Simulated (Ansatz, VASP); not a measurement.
# Ag in VASP and in Ansatz

Contents of POSCAR:

```
Ag
1.0
    2.8904005511      0.0000000000      0.0000000000
   -1.4452002756      2.5031603044      0.0000000000
    0.0000000000      0.0000000000      4.7252623344
Ag
2
Direct
    0.6666666667      0.3333333333      0.7500000000
    0.3333333333      0.6666666667      0.2500000000
```

INCAR.step1

```
  PREC = Accurate
  ENCUT = 520
  EDIFF = 1E-5
  ISMEAR = -1
  SIGMA = 0.05
  LREAL = F
  LASPH = T
  NELM = 100
  ALGO = Normal
  ISIF = 2
  LWAVE = T
  LCHARG = F
  NBANDS = 18
  GGA = PE
```

Contents of INCAR.step2:

```
  PREC = Accurate
  ENCUT = 520
  EDIFF = 1E-7
  ISMEAR = -1
  SIGMA = 0.05
  LREAL = F
  LASPH = T
  NELM = 100
  ALGO = Normal
  ISIF = 2
  LWAVE = F
  LCHARG = F
  GGA = PE
  LHFCALC = T
  AEXX = 0.25
  HFSCREEN = 0.3
  PRECFOCK = Normal
  NBANDS = 18
  ISTART = 1
```

KPOINTS

```
Automatic mesh
0
Gamma
  5 5 3
```

input.yaml

```yaml
crystal:
  lattice:
    - [2.8904005511, 0.0, 0.0]
    - [-1.4452002756, 2.5031603044, 0.0]
    - [0.0, 0.0, 4.7252623344]
  atoms:
    - { symbol: Ag, position: [0.6666666667, 0.3333333333, 0.75] }
    - { symbol: Ag, position: [0.3333333333, 0.6666666667, 0.25] }
hamiltonian:
  xc: { exchange: pbe, correlation: pbe, exx: { coeff: 0.25, omega: 0.3 } }
  pseudopotentials: { kind: paw }
kpoints:
  mp_grid: { grid: [5, 5, 3] }
scf:
  occupations: { method: fermi_dirac, width: 0.05 }
output:
  forces: true
  stress: true
  eigenvalues: true
```

Alike in both runs: task single point; functional PBE-based screened hybrid; k mesh 5 × 5 × 3; occupations fermi-dirac, width 0.05 eV; no spin polarisation.

|  | VASP | Ansatz |
| --- | --- | --- |
| version | VASP 6.6.1 | Ansatz 0.2.0 |
| potentials or method | VASP PAW PBE potentials, release 64 (Ag) | Ansatz PAW |
| plane-wave cutoff (eV) | 520 | 420 |
| valence electrons in the cell | 22 | 38 |

```tsv
	VASP	Ansatz	Ansatz less VASP
gap on the k mesh at the Fermi level (eV)	none	none	-
pressure (GPa)	3.2	3.2	-0.03
traceless stress, the component that is largest in VASP (GPa)	1.47	1.47	+0.004
```

VASP's potentials were made for PBE, not for PBE-based screened hybrid. A gap of «none» marks a metal or a gap that the smearing closes. The functional is the same, so the differences come from potentials, cutoffs and numerics. VASP's potentials hold 22 valence electrons a cell and Ansatz's 38, so a difference there can come from the potentials and not from the codes.

The k mesh is coarse, so the values compare programs but aren't converged.
